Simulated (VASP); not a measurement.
Input of a VASP 6.6.1 run:

Contents of INCAR:

```
PREC = Accurate ; ENCUT = 520
EDIFF = 1E-7 ; ISMEAR = -1
SIGMA = 0.1 ; LREAL = F
LASPH = T ; NELM = 80
ALGO = Normal ; ISIF = 2
LWAVE = F ; LCHARG = F
GGA = PE ; NBANDS = 12
```

The input KPOINTS:

```
Automatic mesh
0
Gamma
  18 18 18
```

Contents of POSCAR:

```
Ta
1.0
   -1.5617480959      1.5617480959      1.5617480959
    1.5617480959     -1.5617480959      1.5617480959
    1.5617480959      1.5617480959     -1.5617480959
Ta
1
Direct
    0.0000000000      0.0000000000      0.0000000000
```

Potentials or basis: VASP PAW PBE potentials, release 64 (Ta_pv).

The run is started by

```sh
$ cat potpaw_PBE.64/Ta_pv/POTCAR > POTCAR
$ mpirun -np 1 vasp_std > vasp.out
```

Q: Estimate the pressure.

A: 50.8 GPa.
